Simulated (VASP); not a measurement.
## Te: single point with PBE

Te:

```
Te
1.0
     4.45400    0.00000    0.00000
    -2.22700    3.85728    0.00000
     0.00000    0.00000    5.92400
Te
3
Direct
  0.73100 0.73100 0.00000
  0.00000 0.26900 0.66667
  0.26900 0.00000 0.33333
```

| Quantity | Value |
| --- | --- |
| Program | VASP 6.6.1 |
| Task | single point |
| Functional | PBE |
| Potentials or basis | VASP PAW PBE potentials, release 64 (Te) |
| Cutoff | 500 eV |
| k mesh | 7 × 7 × 5 |
| Occupations | gaussian, width 0.025 eV |
| Spin | no spin polarisation |

```yaml
Pressure: 1.5 GPa
Largest_force: 0.160 eV/Å
Band_gap_on_the_k_mesh: 0.63 eV, indirect (least direct gap 0.78 eV)
```

Forces on the atoms (eV/Å):
```
Te  -0.080 -0.138  0.000
Te  -0.080  0.138  0.000
Te   0.160  0.000  0.000
```

Stress tensor (GPa, compression positive):
```
1.31 0.00 0.00
0.00 1.31 0.00
0.00 0.00 1.74
```

Levels at points of the mesh, in eV from the valence-band top:
```csv
k point,band 6,band 7,band 8,band 9,band 10,band 11,band 12,band 13
"(0.00, 0.00, 0.00)",-2.59,-1.52,-1.52,-0.69,1.17,1.17,1.77,5.12
```

Wall time 31 s on 1 thread of Intel(R) Xeon(R) Platinum 8259CL CPU @ 2.50GHz (Skylake/Cascade Lake), on a shared host, peak memory 0.22 GiB.

Caveat: spin-orbit coupling is left out, which moves the levels of the heavy elements. As with any semilocal functional, this PBE gap is likely too small.
